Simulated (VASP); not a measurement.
# Bi2Te3 (R3m) in VASP: notebook, part 2 of 2

VASP 6.6.1. The steps go on from the part before.

## Step 3: Single point, PBE (zz strain of -1 %)

INCAR reads:

```
ALGO = Normal
EDIFF = 1E-7
ENCUT = 520
GGA = PE
ISIF = 2
ISMEAR = -1
LASPH = T
LCHARG = T
LELF = T
LREAL = F
LVHAR = T
LWAVE = F
NBANDS = 32
NELM = 60
PREC = Accurate
SIGMA = 0.08
```

KPOINTS reads:

```
k-points
0
Gamma
  8 8 8
```

POSCAR reads:

```
Bi2Te3
1.0
    2.2085012539      1.2750787934      9.8472033000
   -2.2085012539      1.2750787934      9.8472033000
    0.0000000000     -2.5501575869      9.8472033000
Bi Te
2 3
Direct
    0.8120000000      0.8120000000      0.8120000000
    0.4020000000      0.4020000000      0.4020000000
    0.6110000000      0.6110000000      0.6110000000
    0.2000000000      0.2000000000      0.2000000000
    0.0000000000      0.0000000000      0.0000000000
```

Potentials or basis: VASP PAW PBE potentials, release 64 (Bi_d, Te).

Run with:

```console
> cat potpaw_PBE.64/Bi_d/POTCAR potpaw_PBE.64/Te/POTCAR > POTCAR
> mpirun -np 1 vasp_std > vasp.out
```

OUTCAR:

```text
EDIFF = 1E-7
   ENCUT = 520
   GGA = PE
   ISIF = 2
   ISMEAR = -1
   LASPH = T
   LREAL = F
   NELM = 60
   PREC = Accurate

 ion  position               nearest neighbor table
   1  0.812  0.812  0.812-   4 3.02   4 3.02   4 3.02   2 3.41   2 3.41   2 3.41
   2  0.402  0.402  0.402-   5 3.26   5 3.26   5 3.26   1 3.41   1 3.41   1 3.41
   3  0.611  0.611  0.611-   5 3.03   5 3.03   5 3.03   4 3.43   4 3.43   4 3.43
   4  0.200  0.200  0.200-   1 3.02   1 3.02   1 3.02   3 3.43   3 3.43   3 3.43
   5  0.000  0.000  0.000-   3 3.03   3 3.03   3 3.03   2 3.26   2 3.26   2 3.26

  LATTYP: Found a trigonal (rhomboedric) cell.
 ALAT       =    10.1720556698
 COS(alpha) =     0.9057225474

  Lattice vectors:

 A1 = (   2.2085012539,   1.2750787934,   9.8472033000)
 A2 = (  -2.2085012539,   1.2750787934,   9.8472033000)
 A3 = (   0.0000000000,  -2.5501575869,   9.8472033000)

Analysis of symmetry for initial positions (statically):
=====================================================================
 Subroutine PRICEL returns:
 Original cell was already a primitive cell.

 Routine SETGRP: Setting up the symmetry group for a
 trigonal (rhombohedral) supercell.

 Subroutine GETGRP returns: Found  6 space group operations
 (whereof  6 operations were pure point group operations)
 out of a pool of 12 trial point group operations.

The static configuration has the point symmetry C_3v.

Analysis of symmetry for dynamics (positions and initial velocities):
=====================================================================
 Subroutine PRICEL returns:
 Original cell was already a primitive cell.

 Routine SETGRP: Setting up the symmetry group for a
 trigonal (rhombohedral) supercell.

[... 126 lines left out ...]
   EFERMI_NEDOS =   21; number of points for ismear=-14 and -15
   IALGO  =     38    algorithm
   IMIX   =      4    mixing-type and parameters
     AMIX     =   0.40;   BMIX     =  1.00
     AMIX_MAG =   1.60;   BMIX_MAG =  1.00
  volume/ion in A,a.u.               =      33.28       224.56
  Fermi-wavevector in a.u.,A,eV,Ry     =   1.081739  2.044189 15.920970  1.170158
  Thomas-Fermi vector in A             =   2.217763
   LORBIT       =      0    0 simple, 1 ext, 2 COOP (PROOUT), +10 PAW based schemes
   GGA     = PE    functional components
   LHFCALC =     F    Hartree Fock is set to
   AEXX    =    0.0000 exact exchange contribution
   IVDW    =     0    specifies the selected vdW correction
   LEPSILON=     F    determine dielectric tensor
   LRPA    =     F    only Hartree local field effects (RPA)
 non-spin polarized calculation
  energy-cutoff  :      520.00
  volume of cell :      166.38
 maximum number of plane-waves:      4512
 NGX is ok and might be reduce to    80
   NGX = 37   NGY = 37   NGZ = 37

 number of electron      47.9999998 magnetization

 Free energy of the ion-electron system (eV)
  ---------------------------------------------------
  ext. energy  EPLUGINS =         0.00000000
  ---------------------------------------------------
  free energy    TOTEN  =       -16.90503732 eV

  energy without entropy =      -16.87053965  energy(sigma->0) =      -16.88778848

 E-fermi :   6.5873     XC(G=0):  -9.4472

 val. band max:        6.5766993464   @ k =   0.1250   0.1250   0.1250
 cond. band min:       6.6199623399   @ k =  -0.1250   0.1250   0.0000
 fundamental gap:      0.0432629935
 Fermi energy:         6.5872527367

 k-point     1 :       0.0000    0.0000    0.0000
  band No.  band energies     occupation
      1     -16.5708      2.00000
      2     -16.5708      2.00000
      3     -16.5419      2.00000
      4     -16.5419      2.00000
      5     -16.5362      2.00000
      6     -15.9834      2.00000
[... 829 lines left out ...]
     31      10.3033      0.00000
     32      11.6055      0.00000

 [... further k-points ...]

------------------------ aborting loop because EDIFF is reached ----------------------------------------

  FORCE on cell =-STRESS in cart. coord.  units (eV):
  Direction    XX          YY          ZZ          XY          YZ          ZX
  --------------------------------------------------------------------------------------
  -------------------------------------------------------------------------------------
  Total        2.5192244      2.5192244      1.7919508      0.0000000     -0.0000000      0.0000000
  in kB       24.2593195     24.2593195     17.2559092      0.0000000     -0.0000000      0.0000000
  external PRESSURE =      21.9248494 kB  Pullay stress =       0.0000000 kB

 VOLUME and BASIS-vectors are now :
 -----------------------------------------------------------------------------
  energy-cutoff  :      520.00
  volume of cell :      166.38
      direct lattice vectors                 reciprocal lattice vectors
     2.208501254  1.275078793  9.847203300     0.226397879  0.130710876  0.033850559
    -2.208501254  1.275078793  9.847203300    -0.226397879  0.130710876  0.033850559
     0.000000000 -2.550157587  9.847203300     0.000000000 -0.261421753  0.033850559

 POSITION                                       TOTAL-FORCE (eV/Angst)
 -----------------------------------------------------------------------------------
      0.00000     -0.00000     23.98779         0.000000      0.000000     -0.915120
      0.00000     -0.00000     11.87573         0.000000      0.000000     -0.404430
      0.00000     -0.00000     18.04992         0.000000      0.000000     -0.768842
      0.00000     -0.00000      5.90832         0.000000     -0.000000      0.869985
      0.00000      0.00000      0.00000         0.000000     -0.000000      1.218407
 -----------------------------------------------------------------------------------
    total drift:                               -0.000000     -0.000000     -0.000590

  FREE ENERGIE OF THE ION-ELECTRON SYSTEM (eV)
  ---------------------------------------------------
  free  energy   TOTEN  =       -16.9050373173 eV

  energy  without entropy=      -16.8705396459  energy(sigma->0) =      -16.88778848
```

OSZICAR:

```text
N       E                     dE             d eps       ncg     rms          rms(c)
DAV:   1     0.438747490494E+03    0.43875E+03   -0.21653E+04  4168   0.146E+03
DAV:   2     0.294183353855E+02   -0.40933E+03   -0.39334E+03  4320   0.384E+02
DAV:   3    -0.149544615314E+02   -0.44373E+02   -0.42469E+02  5352   0.138E+02
DAV:   4    -0.168568564102E+02   -0.19024E+01   -0.18924E+01  4664   0.305E+01
DAV:   5    -0.169448142029E+02   -0.87958E-01   -0.87948E-01  6176   0.653E+00    0.133E+01
DAV:   6    -0.168964395481E+02    0.48375E-01   -0.80472E-02  4976   0.554E+00    0.844E+00
DAV:   7    -0.169063796555E+02   -0.99401E-02   -0.84091E-02  4976   0.185E+00    0.673E-01
DAV:   8    -0.169050445375E+02    0.13351E-02   -0.65605E-03  4696   0.611E-01    0.509E-01
DAV:   9    -0.169050228611E+02    0.21676E-04   -0.18931E-03  5016   0.344E-01    0.172E-01
DAV:  10    -0.169050344505E+02   -0.11589E-04   -0.13053E-04  5192   0.841E-02    0.411E-02
DAV:  11    -0.169050378164E+02   -0.33659E-05   -0.21551E-05  5176   0.289E-02    0.167E-02
DAV:  12    -0.169050373312E+02    0.48525E-06   -0.47321E-06  5072   0.164E-02    0.124E-02
DAV:  13    -0.169050373438E+02   -0.12552E-07   -0.16310E-06  4680   0.905E-03    0.301E-03
DAV:  14    -0.169050373173E+02    0.26450E-07   -0.37566E-07  3936   0.423E-03
   1 F= -.16905037E+02 E0= -.16887788E+02  d E =-.344977E-01
```

It took 18 min on 1 thread of Intel Xeon Platinum 8488C (Sapphire Rapids), shared host; peak memory 1.1 GiB.

Results:

```yaml
Free_energy: -16.9050 eV
Pressure: 2.2 GPa
Largest_force: 1.218 eV/Å
Band_gap_on_the_k_mesh: zero (bands 24 and 25 overlap by 0.17 eV)
```

Forces on the atoms (eV/Å):
```
Bi   0.000  0.000 -0.915
Bi   0.000  0.000 -0.404
Te   0.000  0.000 -0.769
Te   0.000  0.000  0.870
Te   0.000  0.000  1.218
```

Levels at points of the mesh, in eV from the Fermi level:
```tsv
k point	band 20	band 21	band 22	band 23	band 24	band 25	band 26	band 27	band 28	band 29
(0.00, 0.00, 0.00)	-2.18	-2.18	-0.51	-0.51	-0.50	-0.11	0.24	0.24	2.14	2.14
(0.50, 0.00, 0.00)	-3.30	-3.29	-2.21	-0.34	-0.26	-0.14	0.43	2.57	2.71	3.40
(0.50, 0.50, 0.00)	-3.01	-2.30	-1.86	-1.13	-0.45	0.40	1.11	1.77	2.48	2.62
(0.50, 0.50, 0.50)	-2.15	-1.85	-0.90	-0.77	-0.77	0.39	0.84	0.84	1.61	1.61
```

Caveat: the cell differs from its parent crystal (zz strain of -1 %); spin-orbit coupling is left out, which moves the levels of the heavy elements; forces of over 1 eV/Å act on the atoms, so gaps and moduli don't describe the material at rest.

## Step 4: Single point, PBE (34.96 Å³/atom)

This run uses another cell than the first one, of 34.96 Å³/atom.

INCAR reads:

```
SYSTEM = Bi2Te3
PREC = Accurate
ENCUT = 520
EDIFF = 1E-7
ISMEAR = -1
SIGMA = 0.08
LREAL = .FALSE.
LASPH = .TRUE.
NELM = 80
ALGO = Normal
ISIF = 2
LWAVE = .FALSE.
LCHARG = .TRUE.
GGA = PE
LELF = .TRUE.
LVHAR = .TRUE.
NBANDS = 32
```

KPOINTS reads:

```
regular mesh
0
G
  8 8 8
  0 0 0
```

Edit POSCAR of step 3 so:

```diff
@@ -2,5 +2,5 @@
 1.0
-    2.2085012539      1.2750787934      9.8472033000
-   -2.2085012539      1.2750787934      9.8472033000
-    0.0000000000     -2.5501575869      9.8472033000
+    2.2375638137      1.2918580701     10.0775622472
+   -2.2375638137      1.2918580701     10.0775622472
+    0.0000000000     -2.5837161404     10.0775622472
 Bi Te
```

Potentials or basis: VASP PAW PBE potentials, release 64 (Bi_d, Te).

Run with:

```console
> cat potpaw_PBE.64/Bi_d/POTCAR potpaw_PBE.64/Te/POTCAR > POTCAR
> mpirun -np 1 vasp_std > vasp.out
```

OUTCAR:

```text
SYSTEM = Bi2Te3
   PREC = Accurate
   ENCUT = 520
   EDIFF = 1E-7
   ISMEAR = -1
   LREAL = .FALSE.
   LASPH = .TRUE.
   NELM = 80
   ISIF = 2
   GGA = PE

 ion  position               nearest neighbor table
   1  0.812  0.812  0.812-   4 3.07   4 3.07   4 3.07   2 3.47   2 3.47   2 3.47
   2  0.402  0.402  0.402-   5 3.31   5 3.31   5 3.31   1 3.47   1 3.47   1 3.47
   3  0.611  0.611  0.611-   5 3.08   5 3.08   5 3.08   4 3.49   4 3.49   4 3.49
   4  0.200  0.200  0.200-   1 3.07   1 3.07   1 3.07   3 3.49   3 3.49   3 3.49
   5  0.000  0.000  0.000-   3 3.08   3 3.08   3 3.08   2 3.31   2 3.31   2 3.31

  LATTYP: Found a trigonal (rhomboedric) cell.
 ALAT       =    10.4035018114
 COS(alpha) =     0.9074829532

  Lattice vectors:

 A1 = (   2.2375638137,   1.2918580701,  10.0775622472)
 A2 = (  -2.2375638137,   1.2918580701,  10.0775622472)
 A3 = (   0.0000000000,  -2.5837161404,  10.0775622472)

Analysis of symmetry for initial positions (statically):
=====================================================================
 Subroutine PRICEL returns:
 Original cell was already a primitive cell.

 Routine SETGRP: Setting up the symmetry group for a
 trigonal (rhombohedral) supercell.

 Subroutine GETGRP returns: Found  6 space group operations
 (whereof  6 operations were pure point group operations)
 out of a pool of 12 trial point group operations.

The static configuration has the point symmetry C_3v.

Analysis of symmetry for dynamics (positions and initial velocities):
=====================================================================
 Subroutine PRICEL returns:
 Original cell was already a primitive cell.

 Routine SETGRP: Setting up the symmetry group for a
 trigonal (rhombohedral) supercell.

 Subroutine GETGRP returns: Found  6 space group operations
 (whereof  6 operations were pure point group operations)
 out of a pool of 12 trial point group operations.

The dynamic configuration has the point symmetry C_3v.

 Subroutine INISYM returns: Found  6 space group operations
 (whereof  6 operations are pure point group operations),
 and found     1 'primitive' translations

----------------------------------------------------------------------------------------

                                     Primitive cell

  volume of cell :     174.7821

  direct lattice vectors                    reciprocal lattice vectors
     2.237563814  1.291858070 10.077562247     0.223457314  0.129013140  0.033076782
    -2.237563814  1.291858070 10.077562247    -0.223457314  0.129013140  0.033076782
     0.000000000 -2.583716140 10.077562247     0.000000000 -0.258026281  0.033076782

  length of vectors
    10.403501811 10.403501811 10.403501811     0.260137723  0.260137723  0.260137723

  position of ions in fractional coordinates (direct lattice)
     0.812000000  0.812000000  0.812000000
     0.402000000  0.402000000  0.402000000
     0.611000000  0.611000000  0.611000000
     0.200000000  0.200000000  0.200000000
     0.000000000  0.000000000  0.000000000

  ion indices of the primitive-cell ions
   primitive index   ion index
                 1           1
[... 26 lines left out ...]
 Subroutine IBZKPT returns following result:
 ===========================================

 Found     65 irreducible k-points:

 Following reciprocal coordinates:
            Coordinates               Weight
  0.000000  0.000000  0.000000      1.000000
  0.125000  0.000000 -0.000000      6.000000
  0.250000  0.000000 -0.000000      6.000000
  0.375000 -0.000000 -0.000000      6.000000
  0.500000  0.000000 -0.000000      3.000000
  0.125000  0.125000 -0.000000      6.000000
[... 16 lines left out ...]
  0.250000  0.125000  0.125000      6.000000
  0.375000  0.125000  0.125000      6.000000
 [... further k-points ...]
   k-points           NKPTS =     65   k-points in BZ     NKDIM =     65   number of bands    NBANDS=     32
   number of dos      NEDOS =    301   number of ions     NIONS =      5
   total plane-waves  NPLWV = 512000
   dimension x,y,z NGX =    80 NGY =   80 NGZ =   80
   dimension x,y,z NGXF=   160 NGYF=  160 NGZF=  160
   ions per type =               2   3
   NGX,Y,Z   is equivalent  to a cutoff of  12.78, 12.78, 12.78 a.u.
   NGXF,Y,Z  is equivalent  to a cutoff of  25.57, 25.57, 25.57 a.u.
 SYSTEM =  Bi2Te3
   PREC   = accura    normal or accurate (medium, high low for compatibility)
   ISTART =      0    job   : 0-new  1-cont  2-samecut
   ICHARG =      2    charge: 1-file 2-atom 10-const
   ISPIN  =      1    spin polarized calculation?
   LNONCOLLINEAR =      F non collinear calculations
   LSORBIT =      F    spin-orbit coupling
   LASPH  =      T    aspherical Exc in radial PAW
   ENCUT  =  520.0 eV  38.22 Ry    6.18 a.u.  19.34 19.34 19.34*2*pi/ulx,y,z
   NELM   =     80;   NELMIN=  2; NELMDL= -5     # of ELM steps
   EDIFF  = 0.1E-06   stopping-criterion for ELM
   LREAL  =      F    real-space projection
   EDIFFG = 0.1E-05   stopping-criterion for IOM
   NSW    =      0    number of steps for IOM
   IBRION =     -1    ionic relax: 0-MD 1-quasi-New 2-CG
   NFREE  =      0    steps in history (QN), initial steepest desc. (CG)
   ISIF   =      2    stress and relaxation
   ISYM   =      2    0-nonsym 1-usesym 2-fastsym
   POTIM  = 0.5000    time-step for ionic-motion
   TEBEG  =    0.0;   TEEND  =   0.0 temperature during run
   PSTRESS=    0.0 pullay stress
   NELECT =      48.0000    total number of electrons
   NUPDOWN=      -1.0000    fix difference up-down
   EMIN   =  10.00;   EMAX   =-10.00  energy-range for DOS
   EFERMI =   0.00;   METHOD = LEGACY
   ISMEAR =    -1;   SIGMA  =   0.08  broadening in eV -4-tet -1-fermi 0-gaus
   EFERMI_NEDOS =   21; number of points for ismear=-14 and -15
   IALGO  =     38    algorithm
   IMIX   =      4    mixing-type and parameters
     AMIX     =   0.40;   BMIX     =  1.00
     AMIX_MAG =   1.60;   BMIX_MAG =  1.00
  volume/ion in A,a.u.               =      34.96       235.90
  Fermi-wavevector in a.u.,A,eV,Ry     =   1.064118  2.010890 15.406503  1.132346
  Thomas-Fermi vector in A             =   2.199625
   LORBIT       =      0    0 simple, 1 ext, 2 COOP (PROOUT), +10 PAW based schemes
   GGA     = PE    functional components
   LHFCALC =     F    Hartree Fock is set to
   AEXX    =    0.0000 exact exchange contribution
   IVDW    =     0    specifies the selected vdW correction
   LEPSILON=     F    determine dielectric tensor
   LRPA    =     F    only Hartree local field effects (RPA)
 non-spin polarized calculation
  energy-cutoff  :      520.00
  volume of cell :      174.78
 maximum number of plane-waves:      4733
 NGX is ok and might be reduce to    80
   NGX = 39   NGY = 39   NGZ = 39

 number of electron      48.0000004 magnetization

 Free energy of the ion-electron system (eV)
  ---------------------------------------------------
  ext. energy  EPLUGINS =         0.00000000
  ---------------------------------------------------
  free energy    TOTEN  =       -16.94844758 eV

  energy without entropy =      -16.91203652  energy(sigma->0) =      -16.93024205

 E-fermi :   5.9879     XC(G=0):  -9.2294

 val. band max:        5.9724197379   @ k =   0.1250   0.1250   0.1250
 cond. band min:       6.0115956767   @ k =  -0.1250   0.1250   0.0000
 fundamental gap:      0.0391759388
 Fermi energy:         5.9878851111

 k-point     1 :       0.0000    0.0000    0.0000
  band No.  band energies     occupation
      1     -17.1333      2.00000
      2     -17.1333      2.00000
      3     -17.1097      2.00000
      4     -17.1097      2.00000
      5     -17.1042      2.00000
      6     -16.5595      2.00000
[... 829 lines left out ...]
     31       9.7804      0.00000
     32      11.0532      0.00000

 [... further k-points ...]

------------------------ aborting loop because EDIFF is reached ----------------------------------------

  FORCE on cell =-STRESS in cart. coord.  units (eV):
  Direction    XX          YY          ZZ          XY          YZ          ZX
  --------------------------------------------------------------------------------------
  -------------------------------------------------------------------------------------
  Total        0.0529049      0.0529049     -0.9573213      0.0000000      0.0000000      0.0000000
  in kB        0.4849636      0.4849636     -8.7754890      0.0000000      0.0000000      0.0000000
  external PRESSURE =      -2.6018539 kB  Pullay stress =       0.0000000 kB

 VOLUME and BASIS-vectors are now :
 -----------------------------------------------------------------------------
  energy-cutoff  :      520.00
  volume of cell :      174.78
      direct lattice vectors                 reciprocal lattice vectors
     2.237563814  1.291858070 10.077562247     0.223457314  0.129013140  0.033076782
    -2.237563814  1.291858070 10.077562247    -0.223457314  0.129013140  0.033076782
     0.000000000 -2.583716140 10.077562247     0.000000000 -0.258026281  0.033076782

 POSITION                                       TOTAL-FORCE (eV/Angst)
 -----------------------------------------------------------------------------------
      0.00000     -0.00000     24.54894         0.000000      0.000000     -0.665251
      0.00000     -0.00000     12.15354         0.000000      0.000000     -0.458915
      0.00000     -0.00000     18.47217         0.000000      0.000000     -0.537342
      0.00000     -0.00000      6.04654         0.000000     -0.000000      0.574768
      0.00000      0.00000      0.00000         0.000000     -0.000000      1.086740
 -----------------------------------------------------------------------------------
    total drift:                               -0.000000     -0.000000      0.000346

  FREE ENERGIE OF THE ION-ELECTRON SYSTEM (eV)
  ---------------------------------------------------
  free  energy   TOTEN  =       -16.9484475795 eV

  energy  without entropy=      -16.9120365185  energy(sigma->0) =      -16.93024205
```

stdout:

```text
POSCAR found type information on POSCAR BiTe
 POSCAR found :  2 types and       5 ions
 scaLAPACK will be used
 LDA part: xc-table for (Slater+PW92), standard interpolation
 POSCAR, INCAR and KPOINTS ok, starting setup
 FFT: planning ... GRIDC
 FFT: planning ... GRID_SOFT
 FFT: planning ... GRID
 WAVECAR not read
 entering main loop
```

Wall time 20 min (1 thread of Oxide Virtual Turin-like, shared host); peak memory 1 GiB.

What came out:

* Free energy: -16.9484 eV
* Pressure: -0.3 GPa
* Largest force: 1.087 eV/Å
* Band gap on the k mesh: zero (bands 24 and 25 overlap by 0.16 eV)

Forces on the atoms (eV/Å):
```
Bi   0.000  0.000 -0.665
Bi   0.000  0.000 -0.459
Te   0.000  0.000 -0.537
Te   0.000  0.000  0.575
Te   0.000  0.000  1.087
```

Caveat: spin-orbit coupling is left out, which moves the levels of the heavy elements; forces of over 1 eV/Å act on the atoms, so gaps and moduli don't describe the material at rest.

## Step 5: The runs side by side

```csv
cell,gap on the mesh (eV),pressure (GPa),largest force (eV/Å)
"a = 9.980 Å, angles 25.6°, 5 atoms",none,3.4,1.23
"a = 10.172 Å, angles 25.1°, 5 atoms",none,2.2,1.22
"a = 10.404 Å, angles 24.8°, 5 atoms",none,-0.3,1.09
```

Alike in all rows: task single point; level PBE; potentials or basis VASP PAW PBE potentials, release 64 (Bi_d, Te); no spin polarisation; k mesh 8 × 8 × 8; cutoff (eV) 520; smearing fermi-dirac 0.08 eV.

Caveats: spin-orbit coupling is left out, which moves the levels of the heavy elements; forces of over 1 eV/Å act on the atoms, so gaps and moduli don't describe the material at rest; the cell stands under pressure (at least some runs).

Total energies depend on the potentials used, so only differences within one code and one set of settings carry meaning.

The gap in the log of VASP goes by the Fermi energy; the results here count the filled bands.